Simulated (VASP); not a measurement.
The system is Al2O3.

```xyz
5
Lattice="3.0767 0.0000 0.0000 -1.5383 2.6645 0.0000 0.0000 0.0000 7.7232" Properties=species:S:1:pos:R:3 pbc="T T T"
Al    0.0000    0.0000    5.5765
Al    0.0000    0.0000    2.1467
O     0.0000    0.0000    3.8616
O     1.5383    0.8882    6.1828
O     0.0000    1.7763    1.5404
```

This cell differs from its parent crystal: volume scaled by 1.06.

Base run:

| Property | Result |
| --- | --- |
| Program | VASP 6.6.1 |
| Functional | LDA |
| Potentials or basis | VASP PAW LDA potentials, release 64 (Al, O) |
| Cutoff | 520 eV |
| k mesh | 10 × 10 × 4 |
| Occupations | fermi-dirac, width 0.05 eV |
| Spin | no spin polarisation |

Its results: band gap on the k mesh 1.79 eV, direct; pressure -15.2 GPa; largest force 0.838 eV/Å.

Task: The run is repeated on the same cell with these changes: functional from LDA to PBEsol; potentials or basis from VASP PAW LDA potentials, release 64 (Al, O) to VASP PAW PBE potentials, release 64 (Al, O). What comes out?

Result: Band gap on the k mesh 1.80 eV, direct; pressure -11.6 GPa; largest force 0.606 eV/Å.

Caveats: the PAW data sets were made with another functional, which shifts forces and pressure a little (some runs).

A k mesh can miss the band edges.
